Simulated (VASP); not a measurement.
# HfN (P6_3/mmc) in VASP: notebook

Runs on HfN. Level: LDA. Tasks: single point.

All numbers are computed with VASP 6.6.1; they aren't measurements. Logs are shortened: lines on timing, memory, paths and dates and some standing lists are left out, and cuts for length are marked.

### 1 The cell of the first run

It takes space group P6_3/mmc (No. 194, hexagonal). Conventional cell: a = 3.134 Å, b = 3.134 Å, c = 5.417 Å, α = 90.00°, β = 90.00°, γ = 120.00°. Hf (site symmetry -6m2) has 6 N at 2.26 Å within 3.0 Å. Within 3.0 Å of N (site symmetry -3m) lie 6 Hf at 2.26 Å and 2 N at 2.71 Å.

### 2 Single point, LDA

File INCAR:

```
SYSTEM = HfN
  PREC = Accurate
  ENCUT = 520
  EDIFF = 1E-6
  ISMEAR = -1
  SIGMA = 0.05
  LREAL = .False.
  LASPH = .True.
  NELM = 60
  ALGO = Normal
  ISIF = 2
  LWAVE = .False.
  LCHARG = .True.
  LELF = .True.
  LVHAR = .True.
  NBANDS = 23
```

File KPOINTS:

```
regular mesh
0
Gamma
  8 8 4
  0 0 0
```

File POSCAR:

```
HfN
1.0
    3.1339080000      0.0000000000      0.0000000000
   -1.5669540000      2.7140439411      0.0000000000
    0.0000000000      0.0000000000      5.4167680000
Hf N
2 2
Direct
    0.6666670000      0.3333330000      0.7500000000
    0.3333330000      0.6666670000      0.2500000000
    0.0000000000      0.0000000000      0.0000000000
    0.0000000000      0.0000000000      0.5000000000
```

Potentials or basis: VASP PAW LDA potentials, release 64 (Hf_pv, N).

Command:

```sh
$ cat potpaw_LDA.64/Hf_pv/POTCAR potpaw_LDA.64/N/POTCAR > POTCAR
$ mpirun -np 1 vasp_std > vasp.out
```

OUTCAR:

```text
SYSTEM = HfN
   PREC = Accurate
   ENCUT = 520
   EDIFF = 1E-6
   ISMEAR = -1
   LREAL = .False.
   LASPH = .True.
   NELM = 60
   ISIF = 2

 ion  position               nearest neighbor table
   1  0.667  0.333  0.750-   3 2.26   4 2.26   3 2.26   4 2.26   3 2.26   4 2.26   2 3.26   2 3.26
                             2 3.26   2 3.26   2 3.26   2 3.26
   2  0.333  0.667  0.250-   3 2.26   4 2.26   3 2.26   4 2.26   3 2.26   4 2.26   1 3.26   1 3.26
                             1 3.26   1 3.26   1 3.26   1 3.26
   3  0.000  0.000  0.000-   1 2.26   2 2.26   2 2.26   1 2.26   1 2.26   2 2.26
   4  0.000  0.000  0.500-   1 2.26   2 2.26   2 2.26   1 2.26   1 2.26   2 2.26

  LATTYP: Found a hexagonal cell.
 ALAT       =     3.1339080000
 C/A-ratio  =     1.7284387417

  Lattice vectors:

 A1 = (   3.1339080000,   0.0000000000,   0.0000000000)
 A2 = (  -1.5669540000,   2.7140439411,   0.0000000000)
 A3 = (   0.0000000000,   0.0000000000,   5.4167680000)

Analysis of symmetry for initial positions (statically):
=====================================================================
 Subroutine PRICEL returns:
 Original cell was already a primitive cell.

 Routine SETGRP: Setting up the symmetry group for a
 hexagonal supercell.

 Subroutine GETGRP returns: Found 24 space group operations
 (whereof 12 operations were pure point group operations)
 out of a pool of 24 trial point group operations.

The static configuration has the point symmetry D_3d.
 The point group associated with its full space group is D_6h.

Analysis of symmetry for dynamics (positions and initial velocities):
=====================================================================
 Subroutine PRICEL returns:
 Original cell was already a primitive cell.

 Routine SETGRP: Setting up the symmetry group for a
 hexagonal supercell.

 Subroutine GETGRP returns: Found 24 space group operations
 (whereof 12 operations were pure point group operations)
 out of a pool of 24 trial point group operations.

The dynamic configuration has the point symmetry D_3d.
 The point group associated with its full space group is D_6h.

 Subroutine INISYM returns: Found 24 space group operations
 (whereof 12 operations are pure point group operations),
 and found     1 'primitive' translations

----------------------------------------------------------------------------------------

                                     Primitive cell

  volume of cell :      46.0727

  direct lattice vectors                    reciprocal lattice vectors
     3.133908000  0.000000000  0.000000000     0.319090414  0.184226936  0.000000000
    -1.566954000  2.714043941  0.000000000     0.000000000  0.368453872  0.000000000
     0.000000000  0.000000000  5.416768000     0.000000000  0.000000000  0.184611931

  length of vectors
     3.133908000  3.133908000  5.416768000     0.368453872  0.368453872  0.184611931

  position of ions in fractional coordinates (direct lattice)
     0.666667000  0.333333000  0.750000000
     0.333333000  0.666667000  0.250000000
     0.000000000  0.000000000  0.000000000
     0.000000000  0.000000000  0.500000000

  ion indices of the primitive-cell ions
   primitive index   ion index
                 1           1
                 2           2
                 3           3
                 4           4

----------------------------------------------------------------------------------------

 KPOINTS: regular mesh

Automatic generation of k-mesh.
 Grid dimensions read from file:
 generate k-points for:    8    8    4

 Generating k-lattice:

  Cartesian coordinates                     Fractional coordinates (reciprocal lattice)
     0.039886302  0.023028367  0.000000000     0.125000000  0.000000000  0.000000000
     0.000000000  0.046056734  0.000000000     0.000000000  0.125000000  0.000000000
     0.000000000  0.000000000  0.046152983     0.000000000  0.000000000  0.250000000

  Length of vectors
     0.046056734  0.046056734  0.046152983

  Shift w.r.t. Gamma in fractional coordinates (k-lattice)
     0.000000000  0.000000000  0.000000000

 Subroutine IBZKPT returns following result:
 ===========================================

 Found     30 irreducible k-points:

 Following reciprocal coordinates:
            Coordinates               Weight
  0.000000  0.000000  0.000000      1.000000
  0.125000  0.000000  0.000000      6.000000
  0.250000  0.000000  0.000000      6.000000
  0.375000 -0.000000  0.000000      6.000000
  0.500000  0.000000  0.000000      3.000000
  0.125000  0.125000  0.000000      6.000000
[... 16 lines left out ...]
  0.250000  0.000000  0.500000      6.000000
  0.375000 -0.000000  0.500000      6.000000
 [... further k-points ...]
   k-points           NKPTS =     30   k-points in BZ     NKDIM =     30   number of bands    NBANDS=     23
   number of dos      NEDOS =    301   number of ions     NIONS =      4
   total plane-waves  NPLWV =  23040
   dimension x,y,z NGX =    24 NGY =   24 NGZ =   40
   dimension x,y,z NGXF=    48 NGYF=   48 NGZF=   80
   ions per type =               2   2
   NGX,Y,Z   is equivalent  to a cutoff of  12.73, 12.73, 12.28 a.u.
   NGXF,Y,Z  is equivalent  to a cutoff of  25.46, 25.46, 24.55 a.u.
 SYSTEM =  HfN
   PREC   = accura    normal or accurate (medium, high low for compatibility)
   ISTART =      0    job   : 0-new  1-cont  2-samecut
   ICHARG =      2    charge: 1-file 2-atom 10-const
   ISPIN  =      1    spin polarized calculation?
   LNONCOLLINEAR =      F non collinear calculations
   LSORBIT =      F    spin-orbit coupling
   LASPH  =      T    aspherical Exc in radial PAW
   ENCUT  =  520.0 eV  38.22 Ry    6.18 a.u.   5.83  5.83 10.07*2*pi/ulx,y,z
   NELM   =     60;   NELMIN=  2; NELMDL= -5     # of ELM steps
   EDIFF  = 0.1E-05   stopping-criterion for ELM
   LREAL  =      F    real-space projection
   EDIFFG = 0.1E-04   stopping-criterion for IOM
   NSW    =      0    number of steps for IOM
   IBRION =     -1    ionic relax: 0-MD 1-quasi-New 2-CG
   NFREE  =      0    steps in history (QN), initial steepest desc. (CG)
   ISIF   =      2    stress and relaxation
   ISYM   =      2    0-nonsym 1-usesym 2-fastsym
   POTIM  = 0.5000    time-step for ionic-motion
   TEBEG  =    0.0;   TEEND  =   0.0 temperature during run
   PSTRESS=    0.0 pullay stress
   NELECT =      30.0000    total number of electrons
   NUPDOWN=      -1.0000    fix difference up-down
   EMIN   =  10.00;   EMAX   =-10.00  energy-range for DOS
   EFERMI =   0.00;   METHOD = LEGACY
   ISMEAR =    -1;   SIGMA  =   0.05  broadening in eV -4-tet -1-fermi 0-gaus
   EFERMI_NEDOS =   21; number of points for ismear=-14 and -15
   IALGO  =     38    algorithm
   IMIX   =      4    mixing-type and parameters
     AMIX     =   0.40;   BMIX     =  1.00
     AMIX_MAG =   1.60;   BMIX_MAG =  1.00
  volume/ion in A,a.u.               =      11.52        77.73
  Fermi-wavevector in a.u.,A,eV,Ry     =   1.418951  2.681429 27.394277  2.013423
  Thomas-Fermi vector in A             =   2.540023
   LORBIT       =      0    0 simple, 1 ext, 2 COOP (PROOUT), +10 PAW based schemes
   GGA     = CA    functional components
   LHFCALC =     F    Hartree Fock is set to
   AEXX    =    0.0000 exact exchange contribution
   IVDW    =     0    specifies the selected vdW correction
   LEPSILON=     F    determine dielectric tensor
   LRPA    =     F    only Hartree local field effects (RPA)
 non-spin polarized calculation
  energy-cutoff  :      520.00
  volume of cell :       46.07
 maximum number of plane-waves:      1275
 NGX is ok and might be reduce to    24
   NGX = 11   NGY = 11   NGZ = 21

 number of electron      30.0000004 magnetization

 Free energy of the ion-electron system (eV)
  ---------------------------------------------------
  ext. energy  EPLUGINS =         0.00000000
  ---------------------------------------------------
  free energy    TOTEN  =       -47.53207609 eV

  energy without entropy =      -47.51267474  energy(sigma->0) =      -47.52237542

 E-fermi :   7.6053     XC(G=0): -12.9909

 val. band max:        7.5879533188   @ k =   0.3750   0.1250   0.5000
 cond. band min:       7.6075808520   @ k =   0.1250   0.0000   0.2500
 fundamental gap:      0.0196275332
 Fermi energy:         7.6053206148

 k-point     1 :       0.0000    0.0000    0.0000
  band No.  band energies     occupation
      1     -23.7689      2.00000
      2     -22.8887      2.00000
      3     -22.7905      2.00000
      4     -22.7905      2.00000
      5     -22.7282      2.00000
      6     -22.7282      2.00000
[... 15 lines left out ...]
     22      13.3574      0.00000
     23      13.3574      0.00000

 k-point     2 :       0.1250    0.0000    0.0000
  band No.  band energies     occupation
      1     -23.7130      2.00000
      2     -22.9260      2.00000
      3     -22.8941      2.00000
      4     -22.8554      2.00000
      5     -22.8315      2.00000
      6     -22.7418      2.00000
[... 15 lines left out ...]
     22      12.8322      0.00000
     23      13.3054      0.00000

 k-point     3 :       0.2500    0.0000    0.0000
  band No.  band energies     occupation
      1     -23.5657      2.00000
      2     -23.2551      2.00000
      3     -23.1332      2.00000
      4     -22.9190      2.00000
      5     -22.9180      2.00000
      6     -22.7850      2.00000
[... 15 lines left out ...]
     22      12.9278      0.00000
     23      13.1436      0.00000
[... 495 lines left out ...]
 k-point    23 :       0.2500    0.0000    0.5000
  band No.  band energies     occupation
      1     -23.3923      2.00000
      2     -23.3923      2.00000
      3     -23.0487      2.00000
      4     -23.0487      2.00000
      5     -22.8525      2.00000
      6     -22.8525      2.00000
[... 15 lines left out ...]
     22      12.8635      0.00000
     23      14.0760      0.00000

 k-point    24 :       0.3750   -0.0000    0.5000
  band No.  band energies     occupation
      1     -23.5812      2.00000
      2     -23.5812      2.00000
      3     -23.0746      2.00000
      4     -23.0746      2.00000
      5     -22.9172      2.00000
      6     -22.9172      2.00000
[... 15 lines left out ...]
     22      13.2218      0.00000
     23      14.9387      0.00000

 [... further k-points ...]

------------------------ aborting loop because EDIFF is reached ----------------------------------------

  FORCE on cell =-STRESS in cart. coord.  units (eV):
  Direction    XX          YY          ZZ          XY          YZ          ZX
  --------------------------------------------------------------------------------------
  -------------------------------------------------------------------------------------
  Total       -2.8026140     -2.8026140     -2.8403238      0.0000000     -0.0000000      0.0000000
  in kB      -97.4609230    -97.4609230    -98.7722799      0.0000000     -0.0000000      0.0000000
  external PRESSURE =     -97.8980419 kB  Pullay stress =       0.0000000 kB

 VOLUME and BASIS-vectors are now :
 -----------------------------------------------------------------------------
  energy-cutoff  :      520.00
  volume of cell :       46.07
      direct lattice vectors                 reciprocal lattice vectors
     3.133908000  0.000000000  0.000000000     0.319090414  0.184226936  0.000000000
    -1.566954000  2.714043941  0.000000000     0.000000000  0.368453872  0.000000000
     0.000000000  0.000000000  5.416768000     0.000000000  0.000000000  0.184611931

 POSITION                                       TOTAL-FORCE (eV/Angst)
 -----------------------------------------------------------------------------------
      1.56696      0.90468      4.06258        -0.000000      0.000000      0.000000
     -0.00000      1.80936      1.35419         0.000000     -0.000000      0.000000
      0.00000      0.00000      0.00000         0.000000     -0.000000      0.000000
      0.00000      0.00000      2.70838        -0.000000     -0.000000      0.000000
 -----------------------------------------------------------------------------------
    total drift:                               -0.000466      0.000137     -0.000019

  FREE ENERGIE OF THE ION-ELECTRON SYSTEM (eV)
  ---------------------------------------------------
  free  energy   TOTEN  =       -47.5320760940 eV

  energy  without entropy=      -47.5126747368  energy(sigma->0) =      -47.52237542
```

Wall time 28 s (1 thread of AMD EPYC 7R13 (Zen 3), shared host); peak memory 0.13 GiB.

What came out:

| Quantity | Value |
| --- | --- |
| Free energy | -47.5321 eV |
| Pressure | -9.8 GPa |
| Band gap on the k mesh | zero (band 15 reaches 9.60 eV, above the bottom of band 16 at 7.32 eV) |

Stress tensor (GPa, compression positive):
```
-9.75  0.00  0.00
 0.00 -9.75  0.00
 0.00  0.00 -9.88
```

Levels at points of the mesh, in eV from the Fermi level:
```tsv
k point	band 13	band 14	band 15	band 16	band 17	band 18
(0.00, 0.00, 0.00)	-3.40	-1.52	-0.50	0.83	0.83	1.36
(0.50, 0.00, 0.00)	-3.05	-2.62	-2.23	2.62	2.93	4.56
(0.00, 0.00, 0.50)	-4.20	-4.20	2.00	2.00	3.02	3.02
(0.50, 0.00, 0.50)	-4.29	-4.29	-0.08	-0.08	4.87	4.87
```

Caveat: spin-orbit coupling is left out, which moves the levels of the heavy elements.

### 3 Single point, LDA

File INCAR:

```
  PREC = Accurate
  ENCUT = 520
  EDIFF = 1E-7
  ISMEAR = -1
  SIGMA = 0.05
  LREAL = False
  LASPH = True
  NELM = 100
  ALGO = Normal
  ISIF = 2
  LWAVE = False
  LCHARG = False
  NBANDS = 23
```

File KPOINTS:

```
regular mesh
0
Gamma
  8 8 4
```

POSCAR is that of step 2.

Potentials or basis: VASP PAW LDA potentials, release 64 (Hf_pv, N).

Command:

```sh
$ cat potpaw_LDA.64/Hf_pv/POTCAR potpaw_LDA.64/N/POTCAR > POTCAR
$ mpirun -np 1 vasp_std > vasp.out
```

It took 25 s on 1 thread of AMD EPYC 7R13 (Zen 3), shared host; peak memory 0.13 GiB.

The run converged. Its results:

```yaml
Free_energy: -47.5321 eV
Pressure: -9.8 GPa
Band_gap_on_the_k_mesh: zero (band 15 reaches 9.60 eV, above the bottom of band 16 at 7.32 eV)
```

Stress tensor (GPa, compression positive):
```
-9.75  0.00  0.00
 0.00 -9.75  0.00
 0.00  0.00 -9.88
```

Levels at points of the mesh, in eV from the Fermi level:
```tsv
k point	band 13	band 14	band 15	band 16	band 17	band 18
(0.00, 0.00, 0.00)	-3.40	-1.52	-0.50	0.83	0.83	1.36
(0.50, 0.00, 0.00)	-3.05	-2.62	-2.23	2.62	2.93	4.56
(0.00, 0.00, 0.50)	-4.20	-4.20	2.00	2.00	3.02	3.02
(0.50, 0.00, 0.50)	-4.29	-4.29	-0.08	-0.08	4.87	4.87
```

Caveat: spin-orbit coupling is left out, which moves the levels of the heavy elements.
